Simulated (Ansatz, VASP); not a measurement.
## One calculation of MgO, two programs

```
CELL_PARAMETERS angstrom
0.00000 2.18899 2.18899
2.18899 0.00000 2.18899
2.18899 2.18899 0.00000
ATOMIC_POSITIONS crystal
Mg 0.00000 0.00000 0.00000
O 0.50000 0.50000 0.50000
```

Alike in both runs: task single point; functional PBE; k mesh 10 × 10 × 10; occupations gaussian, width 0.02 eV; no spin polarisation.

```csv
,VASP,Ansatz
version,VASP 6.6.1,Ansatz 0.2.0
potentials or method,"VASP PAW PBE potentials, release 64 (Mg, O), cutoff 600 eV","scalar-relativistic, plane waves, PAW"
valence electrons in the cell,8,16
```

|  | VASP | Ansatz | Ansatz less VASP |
| --- | --- | --- | --- |
| gap on the k mesh at the Fermi level (eV) | 3.68 | 3.70 | +0.020 |
| least direct gap on the mesh (eV) | 3.68 | 3.70 | +0.020 |
| pressure (GPa) | -11.7 | -10.8 | +0.97 |

VASP's potentials hold 8 valence electrons a cell and Ansatz's 16, so a difference there can come from the potentials and not from the codes.
